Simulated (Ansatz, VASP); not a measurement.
## One calculation of MgTl2Se2, two programs

File INCAR:

```
PREC = Accurate ; ENCUT = 600
EDIFF = 1E-7 ; ISMEAR = 0
SIGMA = 0.1 ; LREAL = False
LASPH = True ; NELM = 60
ALGO = Normal ; ISIF = 3
LWAVE = False ; LCHARG = False
GGA = PE ; IBRION = 2
NSW = 90 ; EDIFFG = -0.04
```

The input KPOINTS:

```
Automatic mesh
0
Gamma
  4 4 4
```

POSCAR

```
MgTl2Se2
1.0
    4.3667124200      0.0000000000      0.0000000000
    0.0000000000      4.3667124200      0.0000000000
    0.0000000000      0.0000000000      5.0597277300
Mg Tl Se
1 2 2
Direct
    0.0000000000      0.0000000000      0.5000000000
    0.0000000000      0.5000000000      0.5000000000
    0.5000000000      0.0000000000      0.5000000000
    0.0000000000      0.0000000000      0.0000000000
    0.5000000000      0.5000000000      0.0000000000
```

Input for Ansatz:

```yaml
crystal:
  lattice:
    - [4.36671242, 0.0, 0.0]
    - [0.0, 4.36671242, 0.0]
    - [0.0, 0.0, 5.05972773]
  atoms:
    - { symbol: Mg, position: [0.0, 0.0, 0.5] }
    - { symbol: Tl, position: [0.0, 0.5, 0.5] }
    - { symbol: Tl, position: [0.5, 0.0, 0.5] }
    - { symbol: Se, position: [0.0, 0.0, 0.0] }
    - { symbol: Se, position: [0.5, 0.5, 0.0] }
basis:
  ecutwfc: 420
kpoints:
  mp_grid: { grid: [4, 4, 4] }
hamiltonian:
  xc: pbe
scf:
  occupations: { method: gaussian, width: 0.1 }
  lower_state_search: "off"
output:
  forces: true
  stress: true
  eigenvalues: true
relax:
  adjacent_minimum: "off"
  f_tol: 0.04
  max_steps: 70
  cell: { stress_tol: 0.4 }
```

Alike in both runs: task relaxation of cell and atoms; functional PBE; k mesh 4 × 4 × 4; occupations gaussian, width 0.1 eV; no spin polarisation.

```csv
,VASP,Ansatz
version,VASP 6.6.1,Ansatz 0.2.0
potentials or method,"VASP PAW PBE potentials, release 64 (Mg, Tl_d, Se), cutoff 600 eV","scalar-relativistic, plane waves, PAW"
valence electrons in the cell,40,68
```

|  | VASP | Ansatz | Ansatz less VASP |
| --- | --- | --- | --- |
| gap on the k mesh at the Fermi level, each at its own relaxed structure (eV) | none | none | - |
| relaxed volume (Å³/atom) | 32.31 | 32.33 | +0.017 |
| relaxed cell length with the largest relative difference (Å) | 4.682 | 4.672 | -0.0099 |

A gap of «none» marks a metal or a gap that the smearing closes. VASP's potentials hold 40 valence electrons a cell and Ansatz's 68, so a difference there can come from the potentials and not from the codes.

Spin-orbit coupling is off throughout. Noted on VASP's run: the volume moved by over 15 % at a fixed basis, so the end points are rough.
